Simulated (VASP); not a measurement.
# P (C2/m) in VASP: single point with PBE

Aim: the single point of P with PBE.

Everything below comes from runs of VASP 6.6.1. Logs are shortened: lines on timing, memory, paths and dates and some standing lists are left out, and cuts for length are marked.

### Step 1. The cell of the first run

Symmetry: C2/m, No. 12, monoclinic system. Conventional cell: a = 9.656 Å, b = 8.585 Å, c = 5.581 Å, α = 90.00°, β = 90.24°, γ = 90.00°. P (site symmetry 1) has 3 P at 2.18 Å within 2.9 Å. P (site symmetry m) has 3 P at 2.18 Å within 2.9 Å. Within 2.9 Å of P (site symmetry m) lie 3 P at 2.18 Å.

### Step 2. Single point, PBE

The input, INCAR:

```
PREC     = Accurate       # precision mode
ENCUT    = 520            # plane-wave cutoff, eV
EDIFF    = 1E-7           # SCF threshold, eV
ISMEAR   = 0              # smearing method
SIGMA    = 0.02           # smearing width, eV
LREAL    = F              # projectors in reciprocal space
LASPH    = T              # aspherical terms in the spheres
NELM     = 100            # most SCF steps
ALGO     = Normal         # electronic algorithm
ISIF     = 2              # what is computed and relaxed
LWAVE    = F              # write WAVECAR
LCHARG   = T              # write CHGCAR
GGA      = PE             # functional
LELF     = T              # ELF
LVHAR    = T            
NBANDS   = 30             # bands
```

The input, KPOINTS:

```
regular mesh
0
Gamma
  4 4 5
```

The input, POSCAR:

```
P
1.0
    4.8279678941     -4.2924736644      0.0000000000
    4.8279678941      4.2924736644      0.0000000000
   -0.0237225834      0.0000000000      5.5806204931
P
8
Direct
    0.7744872900      0.5203388600      0.2534856300
    0.4796611400      0.2255127100      0.7465143700
    0.2255127100      0.4796611400      0.7465143700
    0.5203388600      0.7744872900      0.2534856300
    0.2850231800      0.2850231800      0.4280157100
    0.7149768200      0.7149768200      0.5719842900
    0.1567541300      0.1567541300      0.7489777000
    0.8432458700      0.8432458700      0.2510223000
```

Potentials or basis: VASP PAW PBE potentials, release 64 (P).

Started as:

```bash
$ cat potpaw_PBE.64/P/POTCAR > POTCAR
$ mpirun -np 1 vasp_std > vasp.out
```

OUTCAR:

```text
PREC = Accurate
   ENCUT = 520
   EDIFF = 1E-7
   ISMEAR = 0
   LREAL = F
   LASPH = T
   NELM = 100
   ISIF = 2
   GGA = PE

 ion  position               nearest neighbor table
   1  0.774  0.520  0.253-   4 2.18   6 2.18   8 2.18
   2  0.480  0.226  0.747-   3 2.18   5 2.18   7 2.18
   3  0.226  0.480  0.747-   2 2.18   5 2.18   7 2.18
   4  0.520  0.774  0.253-   1 2.18   6 2.18   8 2.18
   5  0.285  0.285  0.428-   7 2.18   3 2.18   2 2.18
   6  0.715  0.715  0.572-   8 2.18   4 2.18   1 2.18
   7  0.157  0.157  0.749-   5 2.18   3 2.18   2 2.18
   8  0.843  0.843  0.251-   6 2.18   4 2.18   1 2.18

  LATTYP: Found a base centered monoclinic cell.
 ALAT       =     9.6559357882
 B/A-ratio  =     0.8890849646
 C/A-ratio  =     0.5779523638
 COS(beta)  =    -0.0042508479

  Lattice vectors:

 A1 = (   4.8279678941,  -4.2924736644,   0.0000000000)
 A2 = (   4.8279678941,   4.2924736644,   0.0000000000)
 A3 = (  -0.0237225834,   0.0000000000,   5.5806204931)

Analysis of symmetry for initial positions (statically):
=====================================================================
 Subroutine PRICEL returns:
 Original cell was already a primitive cell.

 Routine SETGRP: Setting up the symmetry group for a
 base centered monoclinic supercell.

 Subroutine GETGRP returns: Found  4 space group operations
 (whereof  4 operations were pure point group operations)
 out of a pool of  4 trial point group operations.

The static configuration has the point symmetry C_2h.

Analysis of symmetry for dynamics (positions and initial velocities):
=====================================================================
 Subroutine PRICEL returns:
 Original cell was already a primitive cell.

 Routine SETGRP: Setting up the symmetry group for a
 base centered monoclinic supercell.

 Subroutine GETGRP returns: Found  4 space group operations
 (whereof  4 operations were pure point group operations)
 out of a pool of  4 trial point group operations.

The dynamic configuration has the point symmetry C_2h.

 Subroutine INISYM returns: Found  4 space group operations
 (whereof  4 operations are pure point group operations),
 and found     1 'primitive' translations

----------------------------------------------------------------------------------------

                                     Primitive cell

  volume of cell :     231.3047

  direct lattice vectors                    reciprocal lattice vectors
     4.827967894 -4.292473664  0.000000000     0.103563240 -0.116482951  0.000440236
     4.827967894  4.292473664  0.000000000     0.103563240  0.116482951  0.000440236
    -0.023722583  0.000000000  5.580620493     0.000000000  0.000000000  0.179191544

  length of vectors
     6.460232515  6.460232515  5.580670914     0.155864738  0.155864738  0.179191544

  position of ions in fractional coordinates (direct lattice)
     0.774487290  0.520338860  0.253485630
     0.479661140  0.225512710  0.746514370
     0.225512710  0.479661140  0.746514370
     0.520338860  0.774487290  0.253485630
     0.285023180  0.285023180  0.428015710
     0.714976820  0.714976820  0.571984290
     0.156754130  0.156754130  0.748977700
     0.843245870  0.843245870  0.251022300

  ion indices of the primitive-cell ions
   primitive index   ion index
                 1           1
                 2           2
                 3           3
                 4           4
                 5           5
                 6           6
                 7           7
                 8           8

----------------------------------------------------------------------------------------

 KPOINTS: regular mesh

Automatic generation of k-mesh.
 Grid dimensions read from file:
 generate k-points for:    4    4    5

 Generating k-lattice:

  Cartesian coordinates                     Fractional coordinates (reciprocal lattice)
     0.025890810 -0.029120738  0.000110059     0.250000000  0.000000000  0.000000000
     0.025890810  0.029120738  0.000110059     0.000000000  0.250000000  0.000000000
     0.000000000  0.000000000  0.035838309     0.000000000  0.000000000  0.200000000

  Length of vectors
     0.038966184  0.038966184  0.035838309

  Shift w.r.t. Gamma in fractional coordinates (k-lattice)
     0.000000000  0.000000000  0.000000000

 Subroutine IBZKPT returns following result:
 ===========================================

 Found     27 irreducible k-points:

 Following reciprocal coordinates:
            Coordinates               Weight
  0.000000  0.000000  0.000000      1.000000
  0.250000  0.000000  0.000000      4.000000
  0.500000  0.000000  0.000000      2.000000
  0.250000  0.250000  0.000000      2.000000
  0.500000  0.250000  0.000000      4.000000
 -0.250000  0.250000  0.000000      2.000000
[... 16 lines left out ...]
  0.500000  0.250000  0.400000      4.000000
 -0.250000  0.250000  0.400000      4.000000
 [... further k-points ...]
   k-points           NKPTS =     27   k-points in BZ     NKDIM =     27   number of bands    NBANDS=     30
   number of dos      NEDOS =    301   number of ions     NIONS =      8
   total plane-waves  NPLWV =  96768
   dimension x,y,z NGX =    48 NGY =   48 NGZ =   42
   dimension x,y,z NGXF=    96 NGYF=   96 NGZF=   84
   ions per type =               8
   NGX,Y,Z   is equivalent  to a cutoff of  12.35, 12.35, 12.51 a.u.
   NGXF,Y,Z  is equivalent  to a cutoff of  24.70, 24.70, 25.02 a.u.
 SYSTEM =  unknown system
   PREC   = accura    normal or accurate (medium, high low for compatibility)
   ISTART =      0    job   : 0-new  1-cont  2-samecut
   ICHARG =      2    charge: 1-file 2-atom 10-const
   ISPIN  =      1    spin polarized calculation?
   LNONCOLLINEAR =      F non collinear calculations
   LSORBIT =      F    spin-orbit coupling
   LASPH  =      T    aspherical Exc in radial PAW
   ENCUT  =  520.0 eV  38.22 Ry    6.18 a.u.  12.01 12.01 10.38*2*pi/ulx,y,z
   NELM   =    100;   NELMIN=  2; NELMDL= -5     # of ELM steps
   EDIFF  = 0.1E-06   stopping-criterion for ELM
   LREAL  =      F    real-space projection
   EDIFFG = 0.1E-05   stopping-criterion for IOM
   NSW    =      0    number of steps for IOM
   IBRION =     -1    ionic relax: 0-MD 1-quasi-New 2-CG
   NFREE  =      0    steps in history (QN), initial steepest desc. (CG)
   ISIF   =      2    stress and relaxation
   ISYM   =      2    0-nonsym 1-usesym 2-fastsym
   POTIM  = 0.5000    time-step for ionic-motion
   TEBEG  =    0.0;   TEEND  =   0.0 temperature during run
   PSTRESS=    0.0 pullay stress
   NELECT =      40.0000    total number of electrons
   NUPDOWN=      -1.0000    fix difference up-down
   EMIN   =  10.00;   EMAX   =-10.00  energy-range for DOS
   EFERMI =   0.00;   METHOD = LEGACY
   ISMEAR =     0;   SIGMA  =   0.02  broadening in eV -4-tet -1-fermi 0-gaus
   EFERMI_NEDOS =   21; number of points for ismear=-14 and -15
   IALGO  =     38    algorithm
   IMIX   =      4    mixing-type and parameters
     AMIX     =   0.40;   BMIX     =  1.00
     AMIX_MAG =   1.60;   BMIX_MAG =  1.00
  volume/ion in A,a.u.               =      28.91       195.12
  Fermi-wavevector in a.u.,A,eV,Ry     =   0.912081  1.723583 11.318570  0.831891
  Thomas-Fermi vector in A             =   2.036435
   LORBIT       =      0    0 simple, 1 ext, 2 COOP (PROOUT), +10 PAW based schemes
   GGA     = PE    functional components
   LHFCALC =     F    Hartree Fock is set to
   AEXX    =    0.0000 exact exchange contribution
   IVDW    =     0    specifies the selected vdW correction
   LEPSILON=     F    determine dielectric tensor
   LRPA    =     F    only Hartree local field effects (RPA)
 non-spin polarized calculation
 Gauss-broadening in eV      SIGMA  =   0.02
  energy-cutoff  :      520.00
  volume of cell :      231.30
 maximum number of plane-waves:      6252
   NGX = 25   NGY = 25   NGZ = 21

 number of electron      39.9999998 magnetization

 Free energy of the ion-electron system (eV)
  ---------------------------------------------------
  ext. energy  EPLUGINS =         0.00000000
  ---------------------------------------------------
  free energy    TOTEN  =       -42.10528395 eV

  energy without entropy =      -42.10528395  energy(sigma->0) =      -42.10528395

 E-fermi :   0.8857     XC(G=0):  -7.7345

 val. band max:        0.7646638364   @ k =   0.5000   0.0000   0.4000
 cond. band min:       3.9040402587   @ k =   0.0000   0.0000   0.0000
 fundamental gap:      3.1393764223
 Fermi energy:         0.8856647772

 k-point     1 :       0.0000    0.0000    0.0000
  band No.  band energies     occupation
      1     -13.5744      2.00000
      2     -13.3748      2.00000
      3      -6.8389      2.00000
      4      -6.7573      2.00000
      5      -6.5621      2.00000
      6      -6.4237      2.00000
[... 22 lines left out ...]
     29       6.5952      0.00000
     30       7.6865      0.00000

 k-point     2 :       0.2500    0.0000    0.0000
  band No.  band energies     occupation
      1     -13.5481      2.00000
      2     -13.3991      2.00000
      3      -6.8440      2.00000
      4      -6.7432      2.00000
      5      -6.5592      2.00000
      6      -6.5222      2.00000
[... 22 lines left out ...]
     29       6.1874      0.00000
     30       6.8935      0.00000

 k-point     3 :       0.5000    0.0000    0.0000
  band No.  band energies     occupation
      1     -13.5061      2.00000
      2     -13.4390      2.00000
      3      -6.8339      2.00000
      4      -6.7397      2.00000
      5      -6.6333      2.00000
      6      -6.5138      2.00000
[... 682 lines left out ...]
     29       6.0658      0.00000
     30       6.2360      0.00000

 k-point    24 :      -0.2500    0.2500    0.4000
  band No.  band energies     occupation
      1     -13.4789      2.00000
      2     -13.4177      2.00000
      3      -7.0075      2.00000
      4      -6.9131      2.00000
      5      -6.7609      2.00000
      6      -6.5078      2.00000
[... 22 lines left out ...]
     29       5.9303      0.00000
     30       6.3024      0.00000

 [... further k-points ...]

------------------------ aborting loop because EDIFF is reached ----------------------------------------

  FORCE on cell =-STRESS in cart. coord.  units (eV):
  Direction    XX          YY          ZZ          XY          YZ          ZX
  --------------------------------------------------------------------------------------
  -------------------------------------------------------------------------------------
  Total        2.4780642      2.5348353      2.5143482      0.0000000      0.0000000      0.0317275
  in kB       17.1647960     17.5580317     17.4161237      0.0000000      0.0000000      0.2197667
  external PRESSURE =      17.3796505 kB  Pullay stress =       0.0000000 kB

 VOLUME and BASIS-vectors are now :
 -----------------------------------------------------------------------------
  energy-cutoff  :      520.00
  volume of cell :      231.30
      direct lattice vectors                 reciprocal lattice vectors
     4.827967894 -4.292473664  0.000000000     0.103563240 -0.116482951  0.000440236
     4.827967894  4.292473664  0.000000000     0.103563240  0.116482951  0.000440236
    -0.023722583  0.000000000  5.580620493     0.000000000  0.000000000  0.179191544

 POSITION                                       TOTAL-FORCE (eV/Angst)
 -----------------------------------------------------------------------------------
      6.24537     -1.09093      1.41461        -0.242791     -0.437657     -0.185300
      3.38685     -1.09093      4.16601         0.242791     -0.437657      0.185300
      3.38685      1.09093      4.16601         0.242791      0.437657      0.185300
      6.24537      1.09093      1.41461        -0.242791      0.437657     -0.185300
      2.74201      0.00000      2.38859        -0.025241     -0.000000     -0.530840
      6.89020      0.00000      3.19203         0.025241     -0.000000      0.530840
      1.49584      0.00000      4.17976        -0.489455     -0.000000      0.181255
      8.13637      0.00000      1.40086         0.489455     -0.000000     -0.181255
 -----------------------------------------------------------------------------------
    total drift:                               -0.000000     -0.000000     -0.000000

  FREE ENERGIE OF THE ION-ELECTRON SYSTEM (eV)
  ---------------------------------------------------
  free  energy   TOTEN  =       -42.1052839456 eV

  energy  without entropy=      -42.1052839456  energy(sigma->0) =      -42.10528395
```

Wall time 5.2 min (1 thread of Intel Xeon 8259CL, shared host); peak memory 0.35 GiB.

Results:

| Property | Result |
| --- | --- |
| Free energy | -42.1053 eV |
| Pressure | 1.7 GPa |
| Largest force | 0.534 eV/Å |
| Band gap on the k mesh | 3.14 eV (least direct gap 3.46 eV) |

Forces in eV/Å, atoms in the order of the input:
```
P   -0.243 -0.438 -0.185
P    0.243 -0.438  0.185
P    0.243  0.438  0.185
P   -0.243  0.438 -0.185
P   -0.025  0.000 -0.531
P    0.025  0.000  0.531
P   -0.489  0.000  0.181
P    0.489  0.000 -0.181
```

Caveat: this functional lacks dispersion, which holds the molecules together, so the pressure and a relaxed volume are unreliable; an odd mesh through Γ misses points on the zone boundary, where band edges can lie.
